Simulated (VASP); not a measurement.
Runs of VASP 6.6.1 on LiCl. The structure is that of space group Fm-3m (No. 225), or close to it. The cells are those of the table. 

```csv
cell,gap on the mesh (eV)
"a = 3.666 Å, angles 60.0°, 2 atoms",6.16
"a = 3.644 Å, angles 60.0°, 2 atoms",(b)
"a = 3.639 Å, angles 60.0°, 2 atoms",6.28
"a = 3.593 Å, angles 60.0°, 2 atoms",(a)
"a = 3.642 Å, angles 60.0°, 2 atoms",6.27
"a = 3.617 Å, angles 60.0°, 2 atoms",6.38
"a = 3.690 Å, angles 60.0°, 2 atoms",6.05
```

Alike in all rows: task single point; level PBE; potentials or basis VASP PAW PBE potentials, release 64 (Li_sv, Cl); no spin polarisation; k mesh 12 × 12 × 12; cutoff (eV) 520; smearing gaussian 0.05 eV.

Fill in the values left out.

(a) 6.51; (b) 6.26.

A k mesh can miss the band edges.
